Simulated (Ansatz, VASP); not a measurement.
# BaTiO3 in VASP and in Ansatz

The input INCAR:

```
PREC = Accurate ; ENCUT = 520
EDIFF = 1E-6 ; ISMEAR = -1
SIGMA = 0.08 ; LREAL = F
LASPH = T ; NELM = 100
ALGO = Normal ; ISIF = 2
LWAVE = F ; LCHARG = T
GGA = PS ; LELF = T
LVHAR = T ; NBANDS = 28
```

File KPOINTS:

```
regular mesh
0
Gamma
  7 7 7
```

The input POSCAR:

```
BaTiO3
1.0
    3.9864226426      0.0000000000      0.0000000000
    0.0000000000      3.9864226426      0.0000000000
    0.0000000000      0.0000000000      4.0045617725
Ba Ti O
1 1 3
Direct
    0.0000000000      0.0000000000      0.0000000000
    0.5000000000      0.5000000000      0.4820000000
    0.5000000000      0.5000000000      0.0160000000
    0.5000000000      0.0000000000      0.5150000000
    0.0000000000      0.5000000000      0.5150000000
```

Input for Ansatz:

```yaml
crystal:
  lattice:
    - [3.9864226426, 0.0, 0.0]
    - [0.0, 3.9864226426, 0.0]
    - [0.0, 0.0, 4.0045617725]
  atoms:
    - { symbol: Ba, position: [0.0, 0.0, 0.0] }
    - { symbol: Ti, position: [0.5, 0.5, 0.482] }
    - { symbol: O, position: [0.5, 0.5, 0.016] }
    - { symbol: O, position: [0.5, 0.0, 0.515] }
    - { symbol: O, position: [0.0, 0.5, 0.515] }
kpoints:
  mp_grid: { grid: [7, 7, 7] }
  band_path:
    path:
      - [0.0, 0.0, 0.0]
      - [0.0, 0.5, 0.0]
      - [0.5, 0.5, 0.0]
      - [0.0, 0.0, 0.0]
      - [0.0, 0.0, 0.5]
      - [0.0, 0.5, 0.5]
      - [0.5, 0.5, 0.5]
      - [0.0, 0.0, 0.5]
      - [0.0, 0.5, 0.0]
    npoints: 5
scf:
  occupations: { method: fermi_dirac, width: 0.08 }
hamiltonian:
  xc: pbesol
  pseudopotentials: { kind: all_electron, lapw: { basis_error: 0.001 } }
output:
  forces: true
  stress: true
  eigenvalues: true
```

Change from the starting cell: volume scaled by 0.99.

Alike in both runs: task single point; functional PBEsol; k mesh 7 × 7 × 7; occupations fermi-dirac, width 0.08 eV; no spin polarisation.

```csv
,VASP,Ansatz
version,VASP 6.6.1,Ansatz 0.2.0
potentials or method,"VASP PAW PBE potentials, release 64 (Ba_sv, Ti_sv, O), cutoff 520 eV","all-electron LAPW, scalar-relativistic"
```

|  | VASP | Ansatz | Ansatz less VASP |
| --- | --- | --- | --- |
| pressure (GPa) | 0.0 | -1.9 | -1.90 |
| traceless stress, the component that is largest in VASP (GPa) | 1.10 | 1.03 | -0.075 |
| rms of the force components (eV/Å) | 0.100 | 0.106 | +0.0062 |

VASP's potentials were made for PBE, not for PBEsol. Atom by atom the forces differ by 0.019 eV/Å (rms over components). Ansatz ran all-electron here, and VASP with PAW potentials.

Neither program's run includes spin-orbit coupling.
